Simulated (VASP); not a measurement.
# Te2Mo in VASP: a series of runs, part 2 of 2

VASP 6.6.1. The steps go on from the part before.

## (4) Single point, PBEsol (128.16 Å³/atom)

This run uses another cell than the first one.

The input, INCAR:

```
SYSTEM = Te2Mo
PREC = Accurate
ENCUT = 520
EDIFF = 1E-6
ISMEAR = -1
SIGMA = 0.05
LREAL = .False.
LASPH = .True.
NELM = 60
ALGO = Normal
ISIF = 2
LWAVE = .False.
LCHARG = .False.
GGA = PS
NBANDS = 35
```

The input, KPOINTS:

```
Automatic mesh
0
Gamma
  4 8 1
  0 0 0
```

The input, POSCAR:

```
Te2Mo
1.0
    6.2756307866      0.0000000000      0.0000000000
    0.0000000000      3.4333648200      0.0000000000
   -0.0845824159      0.0000000000     35.6869671492
Te Mo
4 2
Direct
    0.4292511000      0.7500000000      0.5407035800
    0.5707489000      0.2500000000      0.4592964200
    0.9208478700      0.2500000000      0.5565273200
    0.0791521300      0.7500000000      0.4434726800
    0.1813475600      0.2500000000      0.4974653700
    0.8186524400      0.7500000000      0.5025346300
```

Potentials or basis: VASP PAW PBE potentials, release 64 (Te, Mo_sv).

Command:

```
> cat potpaw_PBE.64/Te/POTCAR potpaw_PBE.64/Mo_sv/POTCAR > POTCAR
> mpirun -np 1 vasp_std > vasp.out
```

OUTCAR:

```text
SYSTEM = Te2Mo
   PREC = Accurate
   ENCUT = 520
   EDIFF = 1E-6
   ISMEAR = -1
   LREAL = .False.
   LASPH = .True.
   NELM = 60
   ISIF = 2
   GGA = PS

 ion  position               nearest neighbor table
   1  0.429  0.750  0.541-   5 2.78   5 2.78   6 2.80   2 3.49   2 3.49   3 3.57   3 3.57   3 3.67
                             3 3.67
   2  0.571  0.250  0.459-   6 2.78   6 2.78   5 2.80   1 3.49   1 3.49   4 3.57   4 3.57   4 3.67
                             4 3.67
   3  0.921  0.250  0.557-   6 2.66   6 2.66   5 2.67   1 3.57   1 3.57   1 3.67   1 3.67
[... 773 lines left out ...]
  -------------------------------------------------------------------------------------
  Total        0.9703504      0.1096734      2.5608763      0.0000000      0.0000000      0.1110916
  in kB        2.0218652      0.2285204      5.3359555      0.0000000      0.0000000      0.2314755
  external PRESSURE =       2.5287804 kB  Pullay stress =       0.0000000 kB

 VOLUME and BASIS-vectors are now :
 -----------------------------------------------------------------------------
  energy-cutoff  :      520.00
  volume of cell :      768.93
      direct lattice vectors                 reciprocal lattice vectors
     6.275630787  0.000000000  0.000000000     0.159346532  0.000000000  0.000377670
     0.000000000  3.433364820  0.000000000     0.000000000  0.291259465  0.000000000
    -0.084582416  0.000000000 35.686967149     0.000000000  0.000000000  0.028021434

 POSITION                                       TOTAL-FORCE (eV/Angst)
 -----------------------------------------------------------------------------------
      2.64809      2.57502     19.29607         0.081896      0.000000      0.172217
      3.54296      0.85834     16.39090        -0.081896      0.000000     -0.172217
      5.73183      0.85834     19.86077        -0.024767      0.000000      0.518761
      0.45922      2.57502     15.82619         0.024767     -0.000000     -0.518761
      1.09599      0.85834     17.75303         0.151991      0.000000      0.049778
      5.09505      2.57502     17.93394        -0.151991      0.000000     -0.049778
 -----------------------------------------------------------------------------------
    total drift:                                0.000000     -0.000000     -0.000000

  FREE ENERGIE OF THE ION-ELECTRON SYSTEM (eV)
  ---------------------------------------------------
  free  energy   TOTEN  =       -39.1164937517 eV

  energy  without entropy=      -39.1075179126  energy(sigma->0) =      -39.11200583
```

OSZICAR:

```text
N       E                     dE             d eps       ncg     rms          rms(c)
DAV:   1     0.435918245585E+03    0.43592E+03   -0.21579E+04  1306   0.106E+03
DAV:   2     0.435205450781E+01   -0.43157E+03   -0.41888E+03  1517   0.236E+02
DAV:   3    -0.388760866018E+02   -0.43228E+02   -0.42539E+02  1361   0.712E+01
DAV:   4    -0.405909481488E+02   -0.17149E+01   -0.16934E+01  1468   0.141E+01
[... 17 lines left out ...]
DAV:  22    -0.391164791724E+02   -0.24446E-04   -0.55150E-07   885   0.280E-03    0.384E-03
DAV:  23    -0.391164868386E+02   -0.76662E-05   -0.26388E-07   832   0.215E-03    0.283E-03
DAV:  24    -0.391164907329E+02   -0.38942E-05   -0.61123E-08   730   0.917E-04    0.242E-03
DAV:  25    -0.391164927723E+02   -0.20394E-05   -0.27934E-08   733   0.496E-04    0.128E-03
DAV:  26    -0.391164937517E+02   -0.97939E-06   -0.10385E-08   671   0.531E-04
   1 F= -.39116494E+02 E0= -.39112006E+02  d E =-.897584E-02
```

It took 10 min on 1 thread of AMD EPYC 9R45 (Zen 5), shared host; peak memory 0.88 GiB.

Results:

| Item | Value |
| --- | --- |
| Free energy | -39.1165 eV |
| Largest force | 0.519 eV/Å |
| Band gap on the k mesh | zero (bands 26 and 27 overlap by 0.21 eV) |

Forces in eV/Å, atoms in the order of the input:
```
Te   0.082  0.000  0.172
Te  -0.082  0.000 -0.172
Te  -0.025  0.000  0.519
Te   0.025  0.000 -0.519
Mo   0.152  0.000  0.050
Mo  -0.152  0.000 -0.050
```

Levels at points of the mesh, in eV from the Fermi level:
| k point | band 24 | band 25 | band 26 | band 27 | band 28 | band 29 |
| --- | --- | --- | --- | --- | --- | --- |
| (0.00, 0.00, 0.00) | -0.60 | -0.29 | 0.22 | 0.67 | 1.18 | 1.81 |
| (0.50, 0.00, 0.00) | -0.81 | -0.81 | -0.66 | 0.09 | 1.20 | 1.53 |
| (0.00, 0.50, 0.00) | -1.63 | -1.42 | -1.42 | 1.24 | 1.24 | 1.52 |
| (0.50, 0.50, 0.00) | -1.76 | -0.85 | -0.85 | 1.16 | 1.16 | 2.00 |

Caveat: there is no dipole correction, which matters where the two faces differ; the PAW data sets were made with another functional, which shifts forces and pressure a little; spin-orbit coupling is left out, which moves the levels of the heavy elements.

## (5) Single point, PBEsol (130.82 Å³/atom)

This run uses another cell than the first one.

The input, INCAR:

```
PREC     = Accurate       # precision mode
ENCUT    = 520            # plane-wave cutoff, eV
EDIFF    = 1E-7           # SCF threshold, eV
ISMEAR   = -1             # smearing method
SIGMA    = 0.05           # smearing width, eV
LREAL    = False          # projectors in reciprocal space
LASPH    = True           # aspherical terms in the spheres
NELM     = 80             # most SCF steps
ALGO     = Normal         # electronic algorithm
ISIF     = 2              # what is computed and relaxed
LWAVE    = False          # write WAVECAR
LCHARG   = True           # write CHGCAR
GGA      = PS             # functional
LELF     = True           # ELF
LVHAR    = True         
NBANDS   = 35             # bands
```

The input, KPOINTS:

```
Automatic mesh
0
Gamma
  4 8 1
```

Edit POSCAR of step 4 so:

```diff
@@ -2,5 +2,5 @@
 1.0
-    6.2756307866      0.0000000000      0.0000000000
-    0.0000000000      3.4333648200      0.0000000000
-   -0.0845824159      0.0000000000     35.6869671492
+    6.3189123666      0.0000000000      0.0000000000
+    0.0000000000      3.4570439464      0.0000000000
+   -0.0851657613      0.0000000000     35.9330919416
 Te Mo
```

Command:

```
> cat potpaw_PBE.64/Te/POTCAR potpaw_PBE.64/Mo_sv/POTCAR > POTCAR
> mpirun -np 1 vasp_std > vasp.out
```

Wall time 12 min (1 thread of AMD EPYC 9R45 (Zen 5), shared host); peak memory 0.89 GiB.

The run converged. Its results:

```yaml
Free_energy: -39.1213 eV
Largest_force: 0.158 eV/Å
Band_gap_on_the_k_mesh: zero (bands 26 and 27 overlap by 0.19 eV)
```

Forces in eV/Å, atoms in the order of the input:
```
Te   0.058  0.000 -0.035
Te  -0.058  0.000  0.035
Te  -0.016  0.000  0.157
Te   0.016  0.000 -0.157
Mo   0.071  0.000  0.025
Mo  -0.071  0.000 -0.025
```

Levels at points of the mesh, in eV from the Fermi level:
```tsv
k point	band 23	band 24	band 25	band 26	band 27	band 28	band 29	band 30
(0.00, 0.00, 0.00)	-0.95	-0.59	-0.29	0.20	0.66	1.14	1.77	2.16
(0.50, 0.00, 0.00)	-1.26	-0.80	-0.79	-0.65	0.10	1.15	1.51	1.88
(0.00, 0.50, 0.00)	-1.61	-1.61	-1.40	-1.40	1.21	1.21	1.48	1.48
(0.50, 0.50, 0.00)	-1.73	-1.73	-0.84	-0.84	1.13	1.13	1.96	1.96
```

Caveat: there is no dipole correction, which matters where the two faces differ; the PAW data sets were made with another functional, which shifts forces and pressure a little; spin-orbit coupling is left out, which moves the levels of the heavy elements.

## (6) The runs side by side

| level | cell | gap on the mesh (eV) | largest force (eV/Å) |
| --- | --- | --- | --- |
| r2SCAN | a = 6.404, b = 3.503, c = 36.416 Å, angles 90.0, 90.1, 90.0°, 6 atoms | none | 0.29 |
| PBEsol | a = 6.232, b = 3.409, c = 35.437 Å, angles 90.0, 90.1, 90.0°, 6 atoms | none | 0.91 |
| PBEsol | a = 6.276, b = 3.433, c = 35.687 Å, angles 90.0, 90.1, 90.0°, 6 atoms | none | 0.52 |
| PBEsol | a = 6.319, b = 3.457, c = 35.933 Å, angles 90.0, 90.1, 90.0°, 6 atoms | none | 0.16 |

Alike in all rows: task single point; potentials or basis VASP PAW PBE potentials, release 64 (Te, Mo_sv); no spin polarisation; k mesh 4 × 8 × 1; cutoff (eV) 520; smearing fermi-dirac 0.05 eV.

Caveats: there is no dipole correction, which matters where the two faces differ; the PAW data sets were made with another functional, which shifts forces and pressure a little; spin-orbit coupling is left out, which moves the levels of the heavy elements.

Total energies depend on the potentials used, so only differences within one code and one set of settings carry meaning.
